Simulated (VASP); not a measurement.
# OsRh (Pm-3m) in VASP: notebook

Runs on OsRh. Level: PBE. Tasks: single point, relaxation of cell and atoms.

All numbers are computed with VASP 6.6.1; they aren't measurements. Logs are shortened: lines on timing, memory, paths and dates and some standing lists are left out, and cuts for length are marked.

## 1. The cell of the first run

It takes space group Pm-3m (No. 221, cubic). The conventional cell has a = 3.076 Å, b = 3.076 Å, c = 3.076 Å, α = 90.00°, β = 90.00°, γ = 90.00°. Within 3.5 Å of Os (site symmetry m-3m) lie 8 Rh at 2.66 Å and 6 Os at 3.08 Å. Rh (site symmetry m-3m) has 8 Os at 2.66 Å and 6 Rh at 3.08 Å within 3.5 Å.

## 2. Single point, PBE

The input, INCAR:

```
SYSTEM = OsRh
ALGO = Normal
EDIFF = 1E-6
ENCUT = 520
GGA = PE
ISIF = 2
ISMEAR = 0
LASPH = .TRUE.
LCHARG = .FALSE.
LREAL = .FALSE.
LWAVE = .FALSE.
NBANDS = 18
NELM = 100
PREC = Accurate
SIGMA = 0.1
```

The input, KPOINTS:

```
k-points
0
G
  18 18 18
  0 0 0
```

The input, POSCAR:

```
OsRh
1.0
    3.0757102654      0.0000000000      0.0000000000
    0.0000000000      3.0757102654      0.0000000000
    0.0000000000      0.0000000000      3.0757102654
Os Rh
1 1
Direct
    0.0000000000      0.0000000000      0.0000000000
    0.5000000000      0.5000000000      0.5000000000
```

Potentials or basis: VASP PAW PBE potentials, release 64 (Os, Rh_pv).

Run with:

```bash
> cat potpaw_PBE.64/Os/POTCAR potpaw_PBE.64/Rh_pv/POTCAR > POTCAR
> mpirun -np 1 vasp_std > vasp.out
```

OUTCAR:

```text
SYSTEM = OsRh
   EDIFF = 1E-6
   ENCUT = 520
   GGA = PE
   ISIF = 2
   ISMEAR = 0
   LASPH = .TRUE.
   LREAL = .FALSE.
   NELM = 100
   PREC = Accurate

 ion  position               nearest neighbor table
   1  0.000  0.000  0.000-   2 2.66   2 2.66   2 2.66   2 2.66   2 2.66   2 2.66   2 2.66   2 2.66

   2  0.500  0.500  0.500-   1 2.66   1 2.66   1 2.66   1 2.66   1 2.66   1 2.66   1 2.66   1 2.66

  LATTYP: Found a simple cubic cell.
 ALAT       =     3.0757102654

  Lattice vectors:

 A1 = (   3.0757102654,   0.0000000000,   0.0000000000)
 A2 = (   0.0000000000,   3.0757102654,   0.0000000000)
 A3 = (   0.0000000000,   0.0000000000,   3.0757102654)

Analysis of symmetry for initial positions (statically):
=====================================================================
 Subroutine PRICEL returns:
 Original cell was already a primitive cell.

 Routine SETGRP: Setting up the symmetry group for a
 simple cubic supercell.

 Subroutine GETGRP returns: Found 48 space group operations
 (whereof 48 operations were pure point group operations)
 out of a pool of 48 trial point group operations.

The static configuration has the point symmetry O_h .

Analysis of symmetry for dynamics (positions and initial velocities):
=====================================================================
 Subroutine PRICEL returns:
 Original cell was already a primitive cell.

 Routine SETGRP: Setting up the symmetry group for a
 simple cubic supercell.

 Subroutine GETGRP returns: Found 48 space group operations
 (whereof 48 operations were pure point group operations)
 out of a pool of 48 trial point group operations.

The dynamic configuration has the point symmetry O_h .

 Subroutine INISYM returns: Found 48 space group operations
 (whereof 48 operations are pure point group operations),
 and found     1 'primitive' translations

----------------------------------------------------------------------------------------

                                     Primitive cell

  volume of cell :      29.0962

  direct lattice vectors                    reciprocal lattice vectors
     3.075710265  0.000000000  0.000000000     0.325128154  0.000000000  0.000000000
     0.000000000  3.075710265  0.000000000     0.000000000  0.325128154  0.000000000
     0.000000000  0.000000000  3.075710265     0.000000000  0.000000000  0.325128154

  length of vectors
     3.075710265  3.075710265  3.075710265     0.325128154  0.325128154  0.325128154

  position of ions in fractional coordinates (direct lattice)
     0.000000000  0.000000000  0.000000000
     0.500000000  0.500000000  0.500000000

  ion indices of the primitive-cell ions
   primitive index   ion index
                 1           1
                 2           2

----------------------------------------------------------------------------------------

 KPOINTS: k-points

Automatic generation of k-mesh.
 Grid dimensions read from file:
 generate k-points for:   18   18   18

 Generating k-lattice:

  Cartesian coordinates                     Fractional coordinates (reciprocal lattice)
     0.018062675  0.000000000  0.000000000     0.055555556  0.000000000  0.000000000
     0.000000000  0.018062675  0.000000000     0.000000000  0.055555556  0.000000000
     0.000000000  0.000000000  0.018062675     0.000000000  0.000000000  0.055555556

  Length of vectors
     0.018062675  0.018062675  0.018062675

  Shift w.r.t. Gamma in fractional coordinates (k-lattice)
     0.000000000  0.000000000  0.000000000

 Subroutine IBZKPT returns following result:
 ===========================================

 Found    220 irreducible k-points:

 Following reciprocal coordinates:
            Coordinates               Weight
  0.000000  0.000000  0.000000      1.000000
  0.055556  0.000000  0.000000      6.000000
  0.111111  0.000000  0.000000      6.000000
  0.166667  0.000000  0.000000      6.000000
  0.222222  0.000000  0.000000      6.000000
  0.277778  0.000000  0.000000      6.000000
[... 16 lines left out ...]
  0.277778  0.111111  0.000000     24.000000
  0.333333  0.111111  0.000000     24.000000
 [... further k-points ...]
   k-points           NKPTS =    220   k-points in BZ     NKDIM =    220   number of bands    NBANDS=     18
   number of dos      NEDOS =    301   number of ions     NIONS =      2
   total plane-waves  NPLWV =  13824
   dimension x,y,z NGX =    24 NGY =   24 NGZ =   24
   dimension x,y,z NGXF=    48 NGYF=   48 NGZF=   48
   ions per type =               1   1
   NGX,Y,Z   is equivalent  to a cutoff of  12.97, 12.97, 12.97 a.u.
   NGXF,Y,Z  is equivalent  to a cutoff of  25.94, 25.94, 25.94 a.u.
 SYSTEM =  OsRh
   PREC   = accura    normal or accurate (medium, high low for compatibility)
   ISTART =      0    job   : 0-new  1-cont  2-samecut
   ICHARG =      2    charge: 1-file 2-atom 10-const
   ISPIN  =      1    spin polarized calculation?
   LNONCOLLINEAR =      F non collinear calculations
   LSORBIT =      F    spin-orbit coupling
   LASPH  =      T    aspherical Exc in radial PAW
   ENCUT  =  520.0 eV  38.22 Ry    6.18 a.u.   5.72  5.72  5.72*2*pi/ulx,y,z
   NELM   =    100;   NELMIN=  2; NELMDL= -5     # of ELM steps
   EDIFF  = 0.1E-05   stopping-criterion for ELM
   LREAL  =      F    real-space projection
   EDIFFG = 0.1E-04   stopping-criterion for IOM
   NSW    =      0    number of steps for IOM
   IBRION =     -1    ionic relax: 0-MD 1-quasi-New 2-CG
   NFREE  =      0    steps in history (QN), initial steepest desc. (CG)
   ISIF   =      2    stress and relaxation
   ISYM   =      2    0-nonsym 1-usesym 2-fastsym
   POTIM  = 0.5000    time-step for ionic-motion
   TEBEG  =    0.0;   TEEND  =   0.0 temperature during run
   PSTRESS=    0.0 pullay stress
   NELECT =      23.0000    total number of electrons
   NUPDOWN=      -1.0000    fix difference up-down
   EMIN   =  10.00;   EMAX   =-10.00  energy-range for DOS
   EFERMI =   0.00;   METHOD = LEGACY
   ISMEAR =     0;   SIGMA  =   0.10  broadening in eV -4-tet -1-fermi 0-gaus
   EFERMI_NEDOS =   21; number of points for ismear=-14 and -15
   IALGO  =     38    algorithm
   IMIX   =      4    mixing-type and parameters
     AMIX     =   0.40;   BMIX     =  1.00
     AMIX_MAG =   1.60;   BMIX_MAG =  1.00
  volume/ion in A,a.u.               =      14.55        98.18
  Fermi-wavevector in a.u.,A,eV,Ry     =   1.513696  2.860471 31.174700  2.291276
  Thomas-Fermi vector in A             =   2.623453
   LORBIT       =      0    0 simple, 1 ext, 2 COOP (PROOUT), +10 PAW based schemes
   GGA     = PE    functional components
   LHFCALC =     F    Hartree Fock is set to
   AEXX    =    0.0000 exact exchange contribution
   IVDW    =     0    specifies the selected vdW correction
   LEPSILON=     F    determine dielectric tensor
   LRPA    =     F    only Hartree local field effects (RPA)
 non-spin polarized calculation
 Gauss-broadening in eV      SIGMA  =   0.10
  energy-cutoff  :      520.00
  volume of cell :       29.10
 maximum number of plane-waves:       804
 NGX is ok and might be reduce to    24
   NGX = 11   NGY = 11   NGZ = 11

 number of electron      23.0000011 magnetization

 Free energy of the ion-electron system (eV)
  ---------------------------------------------------
  ext. energy  EPLUGINS =         0.00000000
  ---------------------------------------------------
  free energy    TOTEN  =       -17.17880178 eV

  energy without entropy =      -17.15637291  energy(sigma->0) =      -17.16758734

 E-fermi :   9.8673     XC(G=0): -13.7521

 val. band max:        9.8634000926   @ k =   0.3889   0.3889   0.1667
 cond. band min:       9.8678958951   @ k =   0.3333   0.1667   0.1667
 fundamental gap:      0.0044958025
 Fermi energy:         9.8673332681

 k-point     1 :       0.0000    0.0000    0.0000
  band No.  band energies     occupation
      1     -36.6415      2.00000
      2     -36.6415      2.00000
      3     -36.6415      2.00000
      4       0.7682      2.00000
      5       3.5966      2.00000
      6       3.5966      2.00000
[... 10 lines left out ...]
     17      18.5001      0.00000
     18      27.0035      0.00000

 k-point     2 :       0.0556    0.0000    0.0000
  band No.  band energies     occupation
      1     -36.6447      2.00000
      2     -36.6414      2.00000
      3     -36.6414      2.00000
      4       0.8364      2.00000
      5       3.6308      2.00000
      6       3.6474      2.00000
[... 10 lines left out ...]
     17      18.7237      0.00000
     18      27.2482      0.00000

 k-point     3 :       0.1111    0.0000    0.0000
  band No.  band energies     occupation
      1     -36.6538      2.00000
      2     -36.6412      2.00000
      3     -36.6412      2.00000
      4       1.0381      2.00000
      5       3.7333      2.00000
      6       3.7954      2.00000
[... 10 lines left out ...]
     17      19.3413      0.00000
     18      27.1960      0.00000

 k-point     4 :       0.1667    0.0000    0.0000
  band No.  band energies     occupation
      1     -36.6678      2.00000
      2     -36.6408      2.00000
      3     -36.6408      2.00000
      4       1.3646      2.00000
      5       3.9029      2.00000
      6       4.0258      2.00000
[... 10 lines left out ...]
     17      20.2455      0.00000
     18      27.1352      0.00000

 k-point     5 :       0.2222    0.0000    0.0000
  band No.  band energies     occupation
      1     -36.6848      2.00000
      2     -36.6403      2.00000
      3     -36.6403      2.00000
      4       1.8006      2.00000
      5       4.1375      2.00000
      6       4.3127      2.00000
[... 10 lines left out ...]
     17      21.3423      0.00000
     18      27.0810      0.00000

 k-point     6 :       0.2778    0.0000    0.0000
  band No.  band energies     occupation
      1     -36.7029      2.00000
      2     -36.6398      2.00000
      3     -36.6398      2.00000
      4       2.3227      2.00000
      5       4.4342      2.00000
      6       4.6165      2.00000
[... 10 lines left out ...]
     17      22.5660      0.00000
     18      26.8524      0.00000

 k-point     7 :       0.3333    0.0000    0.0000
  band No.  band energies     occupation
      1     -36.7199      2.00000
      2     -36.6393      2.00000
      3     -36.6393      2.00000
      4       2.8956      2.00000
      5       4.7889      2.00000
      6       4.8845      2.00000
[... 10 lines left out ...]
     17      23.8673      0.00000
     18      26.3387      0.00000

 k-point     8 :       0.3889    0.0000    0.0000
  band No.  band energies     occupation
      1     -36.7337      2.00000
      2     -36.6389      2.00000
      3     -36.6389      2.00000
      4       3.4655      2.00000
      5       5.0567      2.00000
      6       5.1964      2.00000
[... 10 lines left out ...]
     17      25.1950      0.00000
     18      25.9482      0.00000
[... 229 lines left out ...]
     17      25.5521      0.00000
     18      26.7454      0.00000

 k-point    20 :       0.1111    0.1111    0.0000
  band No.  band energies     occupation
      1     -36.6549      2.00000
      2     -36.6516      2.00000
      3     -36.6407      2.00000
      4       1.2964      2.00000
      5       3.8857      2.00000
      6       3.9704      2.00000
[... 10 lines left out ...]
     17      19.9884      0.00000
     18      27.4271      0.00000

 k-point    21 :       0.1667    0.1111    0.0000
  band No.  band energies     occupation
      1     -36.6673      2.00000
      2     -36.6522      2.00000
      3     -36.6402      2.00000
      4       1.6067      2.00000
      5       4.0449      2.00000
      6       4.1989      2.00000
[... 10 lines left out ...]
     17      20.7336      0.00000
     18      27.2347      0.00000

 k-point    22 :       0.2222    0.1111    0.0000
  band No.  band energies     occupation
      1     -36.6839      2.00000
      2     -36.6516      2.00000
      3     -36.6396      2.00000
      4       2.0172      2.00000
      5       4.2541      2.00000
      6       4.4892      2.00000
[... 10 lines left out ...]
     17      21.6854      0.00000
     18      27.0177      0.00000

 k-point    23 :       0.2778    0.1111    0.0000
  band No.  band energies     occupation
      1     -36.7016      2.00000
      2     -36.6508      2.00000
      3     -36.6390      2.00000
      4       2.5019      2.00000
      5       4.5049      2.00000
      6       4.8017      2.00000
[... 10 lines left out ...]
     17      22.7894      0.00000
     18      26.7787      0.00000

 k-point    24 :       0.3333    0.1111    0.0000
  band No.  band energies     occupation
      1     -36.7182      2.00000
      2     -36.6500      2.00000
      3     -36.6384      2.00000
      4       3.0240      2.00000
      5       4.7672      2.00000
      6       5.1001      2.00000
[... 10 lines left out ...]
     17      23.9985      0.00000
     18      26.4845      0.00000

 [... further k-points ...]

------------------------ aborting loop because EDIFF is reached ----------------------------------------

  FORCE on cell =-STRESS in cart. coord.  units (eV):
  Direction    XX          YY          ZZ          XY          YZ          ZX
  --------------------------------------------------------------------------------------
  -------------------------------------------------------------------------------------
  Total        0.0069326      0.0069326      0.0069326      0.0000000      0.0000000     -0.0000000
  in kB        0.3817447      0.3817447      0.3817447      0.0000000      0.0000000     -0.0000000
  external PRESSURE =       0.3817447 kB  Pullay stress =       0.0000000 kB

 VOLUME and BASIS-vectors are now :
 -----------------------------------------------------------------------------
  energy-cutoff  :      520.00
  volume of cell :       29.10
      direct lattice vectors                 reciprocal lattice vectors
     3.075710265  0.000000000  0.000000000     0.325128154  0.000000000  0.000000000
     0.000000000  3.075710265  0.000000000     0.000000000  0.325128154  0.000000000
     0.000000000  0.000000000  3.075710265     0.000000000  0.000000000  0.325128154

 POSITION                                       TOTAL-FORCE (eV/Angst)
 -----------------------------------------------------------------------------------
      0.00000      0.00000      0.00000         0.000000      0.000000      0.000000
      1.53786      1.53786      1.53786         0.000000      0.000000      0.000000
 -----------------------------------------------------------------------------------
    total drift:                                0.000000     -0.000000     -0.000000

  FREE ENERGIE OF THE ION-ELECTRON SYSTEM (eV)
  ---------------------------------------------------
  free  energy   TOTEN  =       -17.1788017785 eV

  energy  without entropy=      -17.1563729105  energy(sigma->0) =      -17.16758734
```

Run time: 34 s. Hardware: 1 thread of Intel Xeon Platinum 8559C (Emerald Rapids), shared host; peak memory 0.23 GiB.

Results:

```yaml
Free_energy: -17.1788 eV
Pressure: 0.0 GPa
Band_gap_on_the_k_mesh: zero (an odd number of electrons rules out a gap without spin polarisation)
```

Caveat: spin-orbit coupling is left out, which moves the levels of the heavy elements.

## 3. Relaxation of cell and atoms, PBE

The input, INCAR:

```
SYSTEM = OsRh
PREC = Accurate
ENCUT = 600
EDIFF = 1E-6
ISMEAR = 0
SIGMA = 0.1
LREAL = .FALSE.
LASPH = .TRUE.
NELM = 100
ALGO = Fast
ISIF = 3
LWAVE = .FALSE.
LCHARG = .FALSE.
GGA = PE
IBRION = 2
NSW = 100
EDIFFG = -0.01
```

The input, KPOINTS:

```
Automatic mesh
0
G
  18 18 18
  0 0 0
```

POSCAR is that of step 2.

Potentials or basis: VASP PAW PBE potentials, release 64 (Os, Rh_pv).

Run with:

```bash
> cat potpaw_PBE.64/Os/POTCAR potpaw_PBE.64/Rh_pv/POTCAR > POTCAR
> mpirun -np 1 vasp_std > vasp.out
```

It took 1.9 min on 1 thread of Intel Xeon Platinum 8559C (Emerald Rapids), shared host; peak memory 0.27 GiB.

The run converged. Its results:

```
Free energy                           : -17.1797 eV
Relaxed volume                        : 14.55 Å³/atom
Relaxed cell                          : a = 3.076 Å, b = 3.076 Å, c = 3.076 Å, α = 90.00°, β = 90.00°, γ = 90.00°
Space group after relaxing (to 0.1 Å) : Pm-3m (No. 221)
Energy gained by relaxing             : 0.0 meV/atom
Ionic steps                           : 3
Pressure after relaxing               : 0.0 GPa
Band gap on the k mesh                : zero (an odd number of electrons rules out a gap without spin polarisation)
```

Final structure:
```cif
data_structure
_symmetry_space_group_name_H-M 'P 1'
_symmetry_Int_Tables_number 1
_cell_length_a 3.0761
_cell_length_b 3.0761
_cell_length_c 3.0761
_cell_angle_alpha 90.000
_cell_angle_beta 90.000
_cell_angle_gamma 90.000
_cell_volume 29.11
loop_
_atom_site_label
_atom_site_type_symbol
_atom_site_fract_x
_atom_site_fract_y
_atom_site_fract_z
_atom_site_occupancy
Os1 Os 0.00000 0.00000 0.00000 1
Rh1 Rh 0.50000 0.50000 0.50000 1
```

Levels at points of the mesh, in eV from the Fermi level:
| k point | band 8 | band 9 | band 10 | band 11 | band 12 | band 13 | band 14 | band 15 |
| --- | --- | --- | --- | --- | --- | --- | --- | --- |
| (0.00, 0.00, 0.00) | -3.00 | -3.00 | -0.24 | -0.24 | 1.79 | 1.79 | 1.79 | 8.63 |
| (0.50, 0.00, 0.00) | -2.50 | -2.50 | -1.85 | -1.85 | -1.48 | -0.28 | 0.83 | 1.80 |
| (0.50, 0.50, 0.00) | -0.52 | -0.46 | -0.11 | 0.64 | 0.64 | 1.07 | 2.32 | 2.32 |
| (0.50, 0.50, 0.50) | -3.96 | -3.96 | -0.39 | -0.39 | 1.18 | 1.18 | 6.69 | 8.46 |

Caveat: spin-orbit coupling is left out, which moves the levels of the heavy elements.
